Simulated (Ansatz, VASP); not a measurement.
BN in VASP and in Ansatz

INCAR

```
PREC     = Accurate       # precision mode
ENCUT    = 520            # plane-wave cutoff, eV
EDIFF    = 1E-7           # SCF threshold, eV
ISMEAR   = -1             # smearing method
SIGMA    = 0.02           # smearing width, eV
LREAL    = F              # projectors in reciprocal space
LASPH    = T              # aspherical terms in the spheres
NELM     = 60             # most SCF steps
ALGO     = Normal         # electronic algorithm
ISIF     = 2              # what is computed and relaxed
LWAVE    = F              # write WAVECAR
LCHARG   = F              # write CHGCAR
GGA      = PE             # functional
NBANDS   = 11             # bands
```

The input KPOINTS:

```
regular mesh
0
Gamma
  12 12 12
```

The input POSCAR:

```
BN
1.0
    0.0000000000      1.8048254650      1.8228737197
    1.8048254650      0.0000000000      1.8228737197
    1.8048254650      1.8048254650      0.0000000000
B N
1 1
Direct
    0.0000000000      0.0000000000      0.0000000000
    0.2500000000      0.2500000000      0.2500000000
```

Input for Ansatz:

```yaml
crystal:
  lattice:
    - [0.0, 1.804825465, 1.8228737197]
    - [1.804825465, 0.0, 1.8228737197]
    - [1.804825465, 1.804825465, 0.0]
  atoms:
    - { symbol: B, position: [0.0, 0.0, 0.0] }
    - { symbol: "N", position: [0.25, 0.25, 0.25] }
kpoints:
  mp_grid: { grid: [12, 12, 12] }
  band_path:
    path:
      - [0.0, 0.0, 0.0]
      - [-0.5, -0.5, 0.0]
      - [-0.375, -0.375, 0.25]
      - [-0.375, 0.0, 0.375]
      - [0.0, 0.0, 0.5]
      - [-0.5, -0.25, 0.25]
      - [0.0, 0.5, 0.5]
    npoints: 1
hamiltonian:
  xc: pbe
scf:
  occupations: { method: fermi_dirac, width: 0.02 }
  n_extra_bands: 4
output:
  forces: true
  stress: true
  eigenvalues: true
```

Change from the starting cell: uniaxial_z strain +1.0%.

Alike in both runs: task single point; functional PBE; k mesh 12 × 12 × 12; occupations fermi-dirac, width 0.02 eV; no spin polarisation.

```csv
,VASP,Ansatz
version,VASP 6.6.1,Ansatz 0.2.0
potentials or method,"VASP PAW PBE potentials, release 64 (B, N)","plane waves, PAW"
plane-wave cutoff (eV),520,420
valence electrons in the cell,8,8
```

Ansatz gave:

```
gap on the k mesh at the Fermi level (eV)                     : 4.38
pressure (GPa)                                                : 0.9
traceless stress, the component that is largest in VASP (GPa) : -4.12
```

Task: What did VASP give for the same quantities?

Result: gap on the k mesh at the Fermi level (eV): 4.36; pressure (GPa): 1.2; traceless stress, the component that is largest in VASP (GPa): -4.12.
